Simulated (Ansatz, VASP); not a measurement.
**One calculation of ZrC, two programs**

```xyz
4
Lattice="0.0000 2.9970 2.9970 2.9970 0.0000 2.9970 2.9970 2.9970 0.0000" Properties=species:S:1:pos:R:3 pbc="T T T"
Zr    2.9970    2.9970    2.9970
Zr    4.4956    4.4956    4.4956
C     0.0000    0.0000    0.0000
C     1.4985    1.4985    1.4985
```

Alike in both runs: functional PBE; k mesh 5 × 5 × 5; occupations gaussian, width 0.2 eV; no spin polarisation.

Ansatz relaxed the structure, and its values are those at the end. VASP's run is a single point on that final structure, the one shown.

|  | VASP | Ansatz |
| --- | --- | --- |
| version | VASP 6.6.1 | Ansatz 0.2.0 |
| potentials or method | VASP PAW PBE potentials, release 64 (Zr_sv, C), cutoff 600 eV | scalar-relativistic, plane waves, PAW |
| valence electrons in the cell | 32 | 32 |

|  | VASP | Ansatz | Ansatz less VASP |
| --- | --- | --- | --- |
| gap on the k mesh at the Fermi level (eV) | none | none | - |
| pressure (GPa) | -0.6 | -0.8 | -0.17 |

A gap of «none» marks a metal or a gap that the smearing closes.

The k mesh is coarse, so the values compare programs but aren't converged.
